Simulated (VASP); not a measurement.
# ZrH (I-4m2) in VASP: further runs

Runs on ZrH. Level: PBEsol. Tasks: single point.

All numbers are computed with VASP 6.6.1; they aren't measurements. Logs are shortened: lines on timing, memory, paths and dates and some standing lists are left out, and cuts for length are marked.

## 1. The cell of the first run

Symmetry: I-4m2, No. 119, tetragonal system. Conventional cell: a = 3.288 Å, b = 3.288 Å, c = 5.009 Å, α = 90.00°, β = 90.00°, γ = 90.00°. Zr (site symmetry -4m2) has 4 H at 2.07 Å within 2.7 Å. Within 2.7 Å of H (site symmetry -4m2) lie 4 Zr at 2.07 Å.

## 2. Single point, PBEsol

INCAR reads:

```
PREC = Accurate
ENCUT = 520
EDIFF = 1E-6
ISMEAR = 1
SIGMA = 0.25
LREAL = False
LASPH = True
NELM = 80
ALGO = Normal
ISIF = 2
LWAVE = False
LCHARG = False
GGA = PS
NBANDS = 14
```

KPOINTS reads:

```
Automatic mesh
0
Gamma
  13 13 13
```

POSCAR reads:

```
ZrH
1.0
    3.4171450139     -0.0000000149     -0.0000000204
    0.2537634272      3.4077095194     -0.0000000204
   -1.8354542067     -1.7038547394      2.3248369681
Zr H
1 1
Direct
    0.0000000000      0.0000000000      0.0000000000
    0.7500000000      0.2500000000      0.5000000000
```

Potentials or basis: VASP PAW PBE potentials, release 64 (Zr_sv, H).

Run with:

```sh
$ cat potpaw_PBE.64/Zr_sv/POTCAR potpaw_PBE.64/H/POTCAR > POTCAR
$ mpirun -np 1 vasp_std > vasp.out
```

OUTCAR:

```text
PREC = Accurate
   ENCUT = 520
   EDIFF = 1E-6
   ISMEAR = 1
   LREAL = False
   LASPH = True
   NELM = 80
   ISIF = 2
   GGA = PS

 ion  position               nearest neighbor table
   1  0.000  0.000  0.000-   2 2.07   2 2.07   2 2.07   2 2.07
   2  0.750  0.250  0.500-   1 2.07   1 2.07   1 2.07   1 2.07

  LATTYP: Found a body centered tetragonal cell.
 ALAT       =     3.2878159417
 C/A-ratio  =     1.5234421981

  Lattice vectors:

 A1 = (   3.4171450139,  -0.0000000149,  -0.0000000204)
 A2 = (   0.2537634272,   3.4077095194,  -0.0000000204)
 A3 = (  -1.8354542067,  -1.7038547394,   2.3248369681)

Analysis of symmetry for initial positions (statically):
=====================================================================
 Subroutine PRICEL returns:
 Original cell was already a primitive cell.

 Routine SETGRP: Setting up the symmetry group for a
 body centered tetragonal supercell.

 Subroutine GETGRP returns: Found  8 space group operations
 (whereof  8 operations were pure point group operations)
 out of a pool of 16 trial point group operations.

The static configuration has the point symmetry D_2d.

Analysis of symmetry for dynamics (positions and initial velocities):
=====================================================================
 Subroutine PRICEL returns:
 Original cell was already a primitive cell.

 Routine SETGRP: Setting up the symmetry group for a
 body centered tetragonal supercell.

 Subroutine GETGRP returns: Found  8 space group operations
 (whereof  8 operations were pure point group operations)
 out of a pool of 16 trial point group operations.

The dynamic configuration has the point symmetry D_2d.

 Subroutine INISYM returns: Found  8 space group operations
 (whereof  8 operations are pure point group operations),
 and found     1 'primitive' translations

----------------------------------------------------------------------------------------

                                     Primitive cell

  volume of cell :      27.0719

  direct lattice vectors                    reciprocal lattice vectors
     3.417145014 -0.000000015 -0.000000020     0.292641957 -0.021792298  0.215068845
     0.253763427  3.407709519 -0.000000020     0.000000003  0.293452244  0.215068845
    -1.835454207 -1.703854739  2.324836968     0.000000003  0.000000002  0.430137692

  length of vectors
     3.417145014  3.417145014  3.417145014     0.363825270  0.363825270  0.430137692

  position of ions in fractional coordinates (direct lattice)
     0.000000000  0.000000000  0.000000000
[... 91 lines left out ...]
   EMIN   =  10.00;   EMAX   =-10.00  energy-range for DOS
   EFERMI =   0.00;   METHOD = LEGACY
   ISMEAR =     1;   SIGMA  =   0.25  broadening in eV -4-tet -1-fermi 0-gaus
   EFERMI_NEDOS =   21; number of points for ismear=-14 and -15
   IALGO  =     38    algorithm
   IMIX   =      4    mixing-type and parameters
     AMIX     =   0.40;   BMIX     =  1.00
     AMIX_MAG =   1.60;   BMIX_MAG =  1.00
  volume/ion in A,a.u.               =      13.54        91.35
  Fermi-wavevector in a.u.,A,eV,Ry     =   1.281986  2.422601 22.360997  1.643487
  Thomas-Fermi vector in A             =   2.414323
   LORBIT       =      0    0 simple, 1 ext, 2 COOP (PROOUT), +10 PAW based schemes
   GGA     = PS    functional components
   LHFCALC =     F    Hartree Fock is set to
   AEXX    =    0.0000 exact exchange contribution
   IVDW    =     0    specifies the selected vdW correction
   LEPSILON=     F    determine dielectric tensor
   LRPA    =     F    only Hartree local field effects (RPA)
 non-spin polarized calculation
 Methfessel and Paxton  Order N= 1 SIGMA  =   0.25
  energy-cutoff  :      520.00
  volume of cell :       27.07
 maximum number of plane-waves:       742
 NGX is ok and might be reduce to    28
   NGX = 13   NGY = 13   NGZ = 13

 number of electron      12.9999999 magnetization

 Free energy of the ion-electron system (eV)
  ---------------------------------------------------
  ext. energy  EPLUGINS =         0.00000000
  ---------------------------------------------------
  free energy    TOTEN  =       -13.10838571 eV

  energy without entropy =      -13.10859346  energy(sigma->0) =      -13.10845496

 E-fermi :   7.5403     XC(G=0): -10.9892

 val. band max:        7.5315010903   @ k =   0.2308   0.2308  -0.0000
 cond. band min:       7.5424440703   @ k =  -0.1538  -0.3846   0.1538
 fundamental gap:      0.0109429800
 Fermi energy:         7.5402788452

 k-point     1 :       0.0000    0.0000    0.0000
  band No.  band energies     occupation
      1     -41.2265      2.00000
      2     -18.9645      2.00000
      3     -18.9376      2.00000
      4     -18.9376      2.00000
      5      -0.2481      2.00000
      6       7.7240      0.05717
      7       8.3573     -0.00004
      8       8.3573     -0.00004
      9       9.8590     -0.00000
     10      10.8851     -0.00000
     11      11.6492     -0.00000
     12      19.9496      0.00000
     13      21.4882      0.00000
     14      21.4882      0.00000
[... 377 lines left out ...]
      1     -41.1364      2.00000
      2     -19.5606      2.00000
      3     -19.1216      2.00000
      4     -19.0690      2.00000
      5       1.8712      2.00000
      6       6.8237      2.00039
      7       7.5604      0.86409
      8       8.5181     -0.00000
      9      11.7672     -0.00000
     10      12.3023     -0.00000
     11      14.6399      0.00000
     12      16.0083      0.00000
     13      19.6495      0.00000
     14      20.2084      0.00000

 [... further k-points ...]

------------------------ aborting loop because EDIFF is reached ----------------------------------------

  FORCE on cell =-STRESS in cart. coord.  units (eV):
  Direction    XX          YY          ZZ          XY          YZ          ZX
  --------------------------------------------------------------------------------------
  -------------------------------------------------------------------------------------
  Total       -0.7436323     -0.7403618     -0.7199765     -0.0219597      0.0000000      0.0000000
  in kB      -44.0098986    -43.8163388    -42.6098931     -1.2996271      0.0000000      0.0000000
  external PRESSURE =     -43.4787101 kB  Pullay stress =       0.0000000 kB

 VOLUME and BASIS-vectors are now :
 -----------------------------------------------------------------------------
  energy-cutoff  :      520.00
  volume of cell :       27.07
      direct lattice vectors                 reciprocal lattice vectors
     3.417145014 -0.000000015 -0.000000020     0.292641957 -0.021792298  0.215068845
     0.253763427  3.407709519 -0.000000020     0.000000003  0.293452244  0.215068845
    -1.835454207 -1.703854739  2.324836968     0.000000003  0.000000002  0.430137692

 POSITION                                       TOTAL-FORCE (eV/Angst)
 -----------------------------------------------------------------------------------
      0.00000      0.00000      0.00000         0.000000      0.000000      0.000000
      1.70857     -0.00000      1.16242        -0.000000     -0.000000     -0.000000
 -----------------------------------------------------------------------------------
    total drift:                                0.000000     -0.000000     -0.000000

  FREE ENERGIE OF THE ION-ELECTRON SYSTEM (eV)
  ---------------------------------------------------
  free  energy   TOTEN  =       -13.1083857102 eV

  energy  without entropy=      -13.1085934580  energy(sigma->0) =      -13.10845496
```

Wall time 96 s (1 thread of Intel Xeon Platinum 8375C at 2.90GHz (Ice Lake), shared host); peak memory 0.21 GiB.

Results:

```
Free energy            : -13.1084 eV
Pressure               : -4.3 GPa
Band gap on the k mesh : zero (an odd number of electrons rules out a gap without spin polarisation)
```

Stress tensor (GPa, compression positive):
```
-4.40 -0.13  0.00
-0.13 -4.38  0.00
 0.00  0.00 -4.26
```

Levels at points of the mesh, in eV from the Fermi level:
```csv
k point,band 4,band 5,band 6,band 7,band 8,band 9
"(0.00, 0.00, 0.00)",-26.48,-7.79,0.18,0.82,0.82,2.32
```

Caveat: the cell stands under tension; the PAW data sets were made with another functional, which shifts forces and pressure a little.

## 3. Single point, PBEsol

INCAR reads:

```
SYSTEM = ZrH
PREC = Accurate
ENCUT = 520
EDIFF = 1E-6
ISMEAR = 1
SIGMA = 0.15
LREAL = .FALSE.
LASPH = .TRUE.
NELM = 80
ALGO = Normal
ISIF = 2
LWAVE = .FALSE.
LCHARG = .FALSE.
GGA = PS
NBANDS = 14
```

KPOINTS reads:

```
Automatic mesh
0
G
  13 13 13
  0 0 0
```

POSCAR is that of step 2.

Potentials or basis: VASP PAW PBE potentials, release 64 (Zr_sv, H).

Run with:

```sh
$ cat potpaw_PBE.64/Zr_sv/POTCAR potpaw_PBE.64/H/POTCAR > POTCAR
$ mpirun -np 1 vasp_std > vasp.out
```

Wall time 94 s (1 thread of Intel Xeon Platinum 8375C at 2.90GHz (Ice Lake), shared host); peak memory 0.21 GiB.

The run converged. Its results:

- Free energy: -13.1082 eV
- Pressure: -4.3 GPa
- Band gap on the k mesh: zero (an odd number of electrons rules out a gap without spin polarisation)

Levels at points of the mesh, in eV from the Fermi level:
| k point | band 2 | band 3 | band 4 | band 5 | band 6 | band 7 | band 8 | band 9 | band 10 | band 11 |
| --- | --- | --- | --- | --- | --- | --- | --- | --- | --- | --- |
| (0.00, 0.00, 0.00) | -26.50 | -26.48 | -26.48 | -7.79 | 0.18 | 0.82 | 0.82 | 2.32 | 3.34 | 4.11 |

Caveat: the cell stands under tension; the PAW data sets were made with another functional, which shifts forces and pressure a little.
